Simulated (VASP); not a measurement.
Zn, 2 atoms in the cell. It takes space group P6_3/mmc (No. 194, hexagonal). The conventional cell has a = 2.553 Å, b = 2.553 Å, c = 4.840 Å, α = 90.00°, β = 90.00°, γ = 120.00°. Within 3.4 Å of Zn (site symmetry -6m2) lie 12 Zn at 2.55 to 2.83 Å. 

| Item | Value |
| --- | --- |
| Program | VASP 6.6.1 |
| Task | single point |
| Functional | LDA |
| Potentials or basis | VASP PAW LDA potentials, release 64 (Zn) |
| Cutoff | 520 eV |
| k mesh | 18 × 18 × 8 |
| Occupations | gaussian, width 0.1 eV |
| Spin | no spin polarisation |
| Dipole correction | no |
| Further INCAR settings | ALGO = Fast; EDIFF = 1e-07; NBANDS = 19 |

Potentials or basis: VASP PAW LDA potentials, release 64 (Zn).

The run is started by

```sh
$ cat potpaw_LDA.64/Zn/POTCAR > POTCAR
$ mpirun -np 1 vasp_std > vasp.out
```

Hardware: 1 thread of AMD EPYC 9R45 96-Core Processor (Zen 5), on a shared host.

Problem. Estimate the wall time of this run.

Solution. Wall time 44 s on 1 thread of AMD EPYC 9R45 96-Core Processor (Zen 5) (shared host), peak memory 0.15 GiB. Counts: scf iterations 14, k points 185.
